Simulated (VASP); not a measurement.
# BP (d3) (F-43m) in VASP: phonons with PBE+D3(BJ)

Aim: the phonons of BP (d3) with PBE+D3(BJ).

Program: VASP 6.6.1. These are calculated values, not measurements. Logs are shortened: lines on timing, memory, paths and dates and some standing lists are left out, and cuts for length are marked.

## (1) The cell of the first run

Symmetry: F-43m, No. 216, cubic system. Conventional cell: a = 4.507 Å, b = 4.507 Å, c = 4.507 Å, α = 90.00°, β = 90.00°, γ = 90.00°. Within 2.6 Å of B (site symmetry -43m) lie 4 P at 1.95 Å. Within 2.6 Å of P (site symmetry -43m) lie 4 B at 1.95 Å.

## (2) Phonons, PBE+D3(BJ)

File INCAR:

```
SYSTEM = BP
  ALGO = Normal
  EDIFF = 1E-8
  ENCUT = 500
  GGA = PE
  GGA_COMPAT = .False.
  IBRION = 6
  ISIF = 2
  ISMEAR = 0
  IVDW = 12
  LASPH = .True.
  LCHARG = .False.
  LREAL = .False.
  LWAVE = .False.
  NBANDS = 11
  NELM = 120
  NFREE = 2
  NSW = 1
  POTIM = 0.015
  PREC = Accurate
  SIGMA = 0.01
```

File KPOINTS:

```
k-points
0
Gamma
  10 10 10
  0 0 0
```

File POSCAR:

```
BP
1.0
    0.0000000000      2.2537365567      2.2537365567
    2.2537365567      0.0000000000      2.2537365567
    2.2537365567      2.2537365567      0.0000000000
B P
1 1
Direct
    0.0000000000      0.0000000000      0.0000000000
    0.2500000000      0.2500000000      0.2500000000
```

Potentials or basis: VASP PAW PBE potentials, release 64 (B, P).

Started as:

```sh
cat potpaw_PBE.64/B/POTCAR potpaw_PBE.64/P/POTCAR > POTCAR
mpirun -np 1 vasp_std > vasp.out
```

OUTCAR:

```text
SYSTEM = BP
   EDIFF = 1E-8
   ENCUT = 500
   GGA = PE
   IBRION = 6
   ISIF = 2
   ISMEAR = 0
   IVDW = 12
   LASPH = .True.
   LREAL = .False.
   NELM = 120
   NFREE = 2
   NSW = 1
   POTIM = 0.015
   PREC = Accurate
 IVDW          = 12

 ion  position               nearest neighbor table
   1  0.000  0.000  0.000-   2 1.95   2 1.95   2 1.95   2 1.95
   2  0.250  0.250  0.250-   1 1.95   1 1.95   1 1.95   1 1.95

  LATTYP: Found a face centered cubic cell.
 ALAT       =     4.5074731134

  Lattice vectors:

 A1 = (   0.0000000000,   2.2537365567,   2.2537365567)
 A2 = (   2.2537365567,   0.0000000000,   2.2537365567)
 A3 = (   2.2537365567,   2.2537365567,   0.0000000000)

Analysis of symmetry for initial positions (statically):
=====================================================================
 Subroutine PRICEL returns:
 Original cell was already a primitive cell.

 Routine SETGRP: Setting up the symmetry group for a
 face centered cubic supercell.

 Subroutine GETGRP returns: Found 24 space group operations
 (whereof 24 operations were pure point group operations)
 out of a pool of 48 trial point group operations.

The static configuration has the point symmetry T_d .

Analysis of symmetry for dynamics (positions and initial velocities):
=====================================================================
 Subroutine PRICEL returns:
 Original cell was already a primitive cell.

 Routine SETGRP: Setting up the symmetry group for a
 face centered cubic supercell.

 Subroutine GETGRP returns: Found 24 space group operations
 (whereof 24 operations were pure point group operations)
 out of a pool of 48 trial point group operations.

The dynamic configuration has the point symmetry T_d .

 Subroutine INISYM returns: Found 24 space group operations
 (whereof 24 operations are pure point group operations),
 and found     1 'primitive' translations

----------------------------------------------------------------------------------------

                                     Primitive cell

  volume of cell :      22.8949

  direct lattice vectors                    reciprocal lattice vectors
     0.000000000  2.253736557  2.253736557    -0.221853791  0.221853791  0.221853791
     2.253736557  0.000000000  2.253736557     0.221853791 -0.221853791  0.221853791
     2.253736557  2.253736557  0.000000000     0.221853791  0.221853791 -0.221853791

  length of vectors
     3.187264805  3.187264805  3.187264805     0.384262039  0.384262039  0.384262039

  position of ions in fractional coordinates (direct lattice)
     0.000000000  0.000000000  0.000000000
     0.250000000  0.250000000  0.250000000

  ion indices of the primitive-cell ions
   primitive index   ion index
                 1           1
                 2           2

----------------------------------------------------------------------------------------

 KPOINTS: k-points

Automatic generation of k-mesh.
 Grid dimensions read from file:
 generate k-points for:   10   10   10

 Generating k-lattice:

  Cartesian coordinates                     Fractional coordinates (reciprocal lattice)
    -0.022185379  0.022185379  0.022185379     0.100000000  0.000000000  0.000000000
     0.022185379 -0.022185379  0.022185379     0.000000000  0.100000000  0.000000000
     0.022185379  0.022185379 -0.022185379     0.000000000  0.000000000  0.100000000

  Length of vectors
     0.038426204  0.038426204  0.038426204

  Shift w.r.t. Gamma in fractional coordinates (k-lattice)
     0.000000000  0.000000000  0.000000000

 Subroutine IBZKPT returns following result:
 ===========================================

 Found     47 irreducible k-points:

 Following reciprocal coordinates:
            Coordinates               Weight
  0.000000  0.000000  0.000000      1.000000
  0.100000  0.000000  0.000000      8.000000
  0.200000  0.000000  0.000000      8.000000
  0.300000  0.000000  0.000000      8.000000
  0.400000  0.000000  0.000000      8.000000
  0.500000  0.000000  0.000000      4.000000
[... 16 lines left out ...]
  0.300000  0.300000  0.000000      6.000000
  0.400000  0.300000  0.000000     24.000000
 [... further k-points ...]
   k-points           NKPTS =     47   k-points in BZ     NKDIM =     47   number of bands    NBANDS=     11
   number of dos      NEDOS =    301   number of ions     NIONS =      2
   total plane-waves  NPLWV =  13824
   dimension x,y,z NGX =    24 NGY =   24 NGZ =   24
   dimension x,y,z NGXF=    48 NGYF=   48 NGZF=   48
   ions per type =               1   1
   NGX,Y,Z   is equivalent  to a cutoff of  12.52, 12.52, 12.52 a.u.
   NGXF,Y,Z  is equivalent  to a cutoff of  25.04, 25.04, 25.04 a.u.
 SYSTEM =  BP
   PREC   = accura    normal or accurate (medium, high low for compatibility)
   ISTART =      0    job   : 0-new  1-cont  2-samecut
   ICHARG =      2    charge: 1-file 2-atom 10-const
   ISPIN  =      1    spin polarized calculation?
   LNONCOLLINEAR =      F non collinear calculations
   LSORBIT =      F    spin-orbit coupling
   LASPH  =      T    aspherical Exc in radial PAW
   ENCUT  =  500.0 eV  36.75 Ry    6.06 a.u.   5.81  5.81  5.81*2*pi/ulx,y,z
   NELM   =    120;   NELMIN=  2; NELMDL= -5     # of ELM steps
   EDIFF  = 0.1E-07   stopping-criterion for ELM
   LREAL  =      F    real-space projection
   EDIFFG = 0.1E-06   stopping-criterion for IOM
   NSW    =     61    number of steps for IOM
   IBRION =      6    ionic relax: 0-MD 1-quasi-New 2-CG
   NFREE  =      2    steps in history (QN), initial steepest desc. (CG)
   ISIF   =      2    stress and relaxation
   ISYM   =      2    0-nonsym 1-usesym 2-fastsym
   POTIM  = 0.0150    time-step for ionic-motion
   TEBEG  =    0.0;   TEEND  =   0.0 temperature during run
   PSTRESS=    0.0 pullay stress
   NELECT =       8.0000    total number of electrons
   NUPDOWN=      -1.0000    fix difference up-down
   EMIN   =  10.00;   EMAX   =-10.00  energy-range for DOS
   EFERMI =   0.00;   METHOD = LEGACY
   ISMEAR =     0;   SIGMA  =   0.01  broadening in eV -4-tet -1-fermi 0-gaus
   EFERMI_NEDOS =   21; number of points for ismear=-14 and -15
   IALGO  =     38    algorithm
   IMIX   =      4    mixing-type and parameters
     AMIX     =   0.40;   BMIX     =  1.00
     AMIX_MAG =   1.60;   BMIX_MAG =  1.00
  volume/ion in A,a.u.               =      11.45        77.25
  Fermi-wavevector in a.u.,A,eV,Ry     =   1.153077  2.179000 18.090126  1.329587
  Thomas-Fermi vector in A             =   2.289724
   LORBIT       =      0    0 simple, 1 ext, 2 COOP (PROOUT), +10 PAW based schemes
   GGA     = PE    functional components
   LHFCALC =     F    Hartree Fock is set to
   AEXX    =    0.0000 exact exchange contribution
   IVDW    =    12    specifies the selected vdW correction
   LEPSILON=     F    determine dielectric tensor
   LRPA    =     F    only Hartree local field effects (RPA)
 finite differences with symmetry
 non-spin polarized calculation
 Gauss-broadening in eV      SIGMA  =   0.01
  energy-cutoff  :      500.00
  volume of cell :       22.89
 maximum number of plane-waves:       592
   NGX = 11   NGY = 11   NGZ = 11

--------------------------------------- Ionic step        1  -------------------------------------------

 number of electron       8.0000001 magnetization

 Free energy of the ion-electron system (eV)
  ---------------------------------------------------
  ext. energy  EPLUGINS =         0.00000000
  ---------------------------------------------------
  free energy    TOTEN  =       -12.92231870 eV

  energy without entropy =      -12.92231870  energy(sigma->0) =      -12.92231870

------------------------ aborting loop because EDIFF is reached ----------------------------------------

 Edisp (eV)   -0.66013

 E8    (eV) :    -0.2412
[... 151 lines left out ...]
--------------------------------------- Ionic step        5  -------------------------------------------

 number of electron       8.0000000 magnetization

 Free energy of the ion-electron system (eV)
  ---------------------------------------------------
  ext. energy  EPLUGINS =         0.00000000
  ---------------------------------------------------
  free energy    TOTEN  =       -12.92008822 eV

  energy without entropy =      -12.92008822  energy(sigma->0) =      -12.92008822

 E-fermi :   7.8754     XC(G=0): -10.9946

 val. band max:        7.7916984505   @ k =   0.0000   0.0000   0.0000
 cond. band min:       8.8837410075   @ k =   0.0000   0.4000   0.4000
 fundamental gap:      1.0920425571
 Fermi energy:         7.8754038545

 k-point     1 :       0.0000    0.0000    0.0000
  band No.  band energies     occupation
      1      -7.9684      2.00000
      2       7.5568      2.00000
      3       7.6754      2.00000
      4       7.7917      2.00000
      5      11.0272      0.00000
      6      11.1039      0.00000
      7      11.1836      0.00000
      8      15.3578      0.00000
      9      19.3243      0.00000
     10      19.8607      0.00000
     11      19.8613      0.00000
[... 309 lines left out ...]
 k-point    24 :       0.4000    0.3000    0.0000
  band No.  band energies     occupation
      1      -4.9737      2.00000
      2       1.4421      2.00000
      3       3.5820      2.00000
      4       4.0946      2.00000
      5       9.4636      0.00000
      6      11.2919      0.00000
      7      17.2986      0.00000
      8      17.3269      0.00000
      9      21.8974      0.00000
     10      23.0207      0.00000
     11      25.0239      0.00000

 [... further k-points ...]

------------------------ aborting loop because EDIFF is reached ----------------------------------------

 Edisp (eV)   -0.66013

 E8    (eV) :    -0.2412
[... 25 lines left out ...]
  FREE ENERGIE OF THE ION-ELECTRON SYSTEM (eV)
  ---------------------------------------------------
  free  energy   TOTEN  =       -13.5802197166 eV

  energy  without entropy=      -13.5802197166  energy(sigma->0) =      -13.58021972

 INTERNAL STRAIN TENSORS FROM DISPLACED ATOMS
 ============================================

 INTERNAL STRAIN TENSOR FOR ION    1 for displacements in x,y,z  (eV/Angst):
          X           Y           Z          XY          YZ          ZX
  --------------------------------------------------------------------------------
  x     0.00000    -0.00000    -0.00000     0.00000     8.18002     0.00000
  y    -0.00000     0.00000    -0.00000     0.00000     0.00000     8.18002
  z    -0.00000    -0.00000     0.00000     8.18002     0.00000     0.00000

 INTERNAL STRAIN TENSOR FOR ION    2 for displacements in x,y,z  (eV/Angst):
          X           Y           Z          XY          YZ          ZX
  --------------------------------------------------------------------------------
  x    -0.00000     0.00000     0.00000     0.00000    -8.17988     0.00000
  y     0.00000    -0.00000     0.00000     0.00000     0.00000    -8.17988
  z     0.00000     0.00000    -0.00000    -8.17988     0.00000     0.00000

 Eigenvectors and eigenvalues of the dynamical matrix
 ----------------------------------------------------

   1 f  =   24.581615 THz   154.450843 2PiTHz  819.954420 cm-1   101.661346 meV
             X         Y         Z           dx          dy          dz
      0.000000  0.000000  0.000000     0.860961   -0.000000    0.000000
      1.126868  1.126868  1.126868    -0.508672    0.000000    0.000000
[... 21 lines left out ...]
   6 f/i=    0.000495 THz     0.003111 2PiTHz    0.016517 cm-1     0.002048 meV
             X         Y         Z           dx          dy          dz
      0.000000  0.000000  0.000000    -0.301155    0.409942    0.000000
      1.126868  1.126868  1.126868    -0.509726    0.693854    0.000000

 ELASTIC MODULI CONTR FROM IONIC RELAXATION (kBar)
 Direction    XX          YY          ZZ          XY          YZ          ZX
 --------------------------------------------------------------------------------
 XX          -0.0000      0.0000      0.0000      0.0000     -0.0000      0.0000
 YY           0.0000     -0.0000      0.0000      0.0000      0.0000     -0.0000
 ZZ           0.0000      0.0000     -0.0000     -0.0000      0.0000      0.0000
 XY           0.0000      0.0000     -0.0000   -236.3202     -0.0000      0.0000
 YZ          -0.0000      0.0000      0.0000      0.0000   -236.3202      0.0000
 ZX           0.0000     -0.0000      0.0000      0.0000      0.0000   -236.3202
 --------------------------------------------------------------------------------
```

It took 56 s on 1 thread of AMD EPYC 9R45 (Zen 5), shared host; peak memory 0.17 GiB.

Results:

```
Highest phonon frequency at Γ, LO-TO splitting left out : 820 cm⁻¹
Dispersion energy per atom                              : -0.330 eV
```

Phonon frequencies in cm⁻¹ (negative: imaginary):
```tsv
q point	frequencies
(0.000, 0.000, 0.000)	0 0 0 820 820 820
```
